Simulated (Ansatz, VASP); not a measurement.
**One calculation of WC, two programs**

Contents of INCAR:

```
PREC     = Accurate       # precision mode
ENCUT    = 520            # plane-wave cutoff, eV
EDIFF    = 1E-6           # SCF threshold, eV
ISMEAR   = 0              # smearing method
SIGMA    = 0.1            # smearing width, eV
LREAL    = F              # projectors in reciprocal space
LASPH    = T              # aspherical terms in the spheres
NELM     = 80             # most SCF steps
ALGO     = Normal         # electronic algorithm
ISIF     = 2              # what is computed and relaxed
LWAVE    = F              # write WAVECAR
LCHARG   = T              # write CHGCAR
GGA      = PE             # functional
LELF     = T              # ELF
LVHAR    = T            
NBANDS   = 46             # bands
```

KPOINTS

```
Automatic mesh
0
Gamma
  12 12 4
```

POSCAR

```
WC
1.0
    2.9754196809      0.0000000000      0.0000000000
   -1.4877098404      2.5767890306      0.0000000000
    0.0000000000      0.0000000000     11.0315750592
W C
4 4
Direct
    0.6666666667      0.3333333333      0.8778465779
    0.3333333333      0.6666666667      0.1221534221
    0.3333333333      0.6666666667      0.3778465779
    0.6666666667      0.3333333333      0.6221534221
    0.0000000000      0.0000000000      0.0000000000
    0.0000000000      0.0000000000      0.5000000000
    0.6666666667      0.3333333333      0.2500000000
    0.3333333333      0.6666666667      0.7500000000
```

Input for Ansatz:

```yaml
crystal:
  lattice:
    - [2.9754196809, 0.0, 0.0]
    - [-1.4877098404, 2.5767890306, 0.0]
    - [0.0, 0.0, 11.0315750592]
  atoms:
    - { symbol: W, position: [0.6666666667, 0.3333333333, 0.8778465779] }
    - { symbol: W, position: [0.3333333333, 0.6666666667, 0.1221534221] }
    - { symbol: W, position: [0.3333333333, 0.6666666667, 0.3778465779] }
    - { symbol: W, position: [0.6666666667, 0.3333333333, 0.6221534221] }
    - { symbol: C, position: [0.0, 0.0, 0.0] }
    - { symbol: C, position: [0.0, 0.0, 0.5] }
    - { symbol: C, position: [0.6666666667, 0.3333333333, 0.25] }
    - { symbol: C, position: [0.3333333333, 0.6666666667, 0.75] }
basis:
  ecutwfc: 420
kpoints:
  mp_grid: { grid: [12, 12, 4] }
  band_path:
    path:
      - [[0.0, 0.0, 0.0], [0.5, 0.0, 0.0], [0.33333333, 0.33333333, 0.0], [0.0, 0.0, 0.0], [0.0, 0.0, 0.5], [0.5, 0.0, 0.5], [0.33333333, 0.33333333, 0.5], [0.0, 0.0, 0.5]]
      - [[0.5, 0.0, 0.5], [0.5, 0.0, 0.0]]
      - [[0.33333333, 0.33333333, 0.5], [0.33333333, 0.33333333, 0.0]]
    npoints: 14
hamiltonian:
  xc: pbe
scf:
  occupations: { method: gaussian, width: 0.1 }
  n_extra_bands: 20
output:
  forces: true
  stress: true
  eigenvalues: true
  populations: true
  dos: { projected: true, de: 0.02, nscf_kmesh: { grid: [15, 15, 5] } }
  bader: true
  write_density: true
  write_potential: true
  elf: true
  volumetric_format: npy
```

Alike in both runs: task single point; functional PBE; k mesh 12 × 12 × 4; occupations gaussian, width 0.1 eV; no spin polarisation.

|  | VASP | Ansatz |
| --- | --- | --- |
| version | VASP 6.6.1 | Ansatz 0.2.0 |
| potentials or method | VASP PAW PBE potentials, release 64 (W_sv, C), cutoff 520 eV | scalar-relativistic, plane waves, PAW |
| valence electrons in the cell | 72 | 72 |

Ansatz gave:

| Property | Result |
| --- | --- |
| gap on the k mesh at the Fermi level (eV) | none |
| pressure (GPa) | 0.0 |
| traceless stress, the component that is largest in VASP (GPa) | -0.03 |

Which values does VASP return?

gap on the k mesh at the Fermi level (eV): none; pressure (GPa): 0.9; traceless stress, the component that is largest in VASP (GPa): -0.07.

A gap of «none» marks a metal or a gap that the smearing closes.

Neither program's run includes spin-orbit coupling.
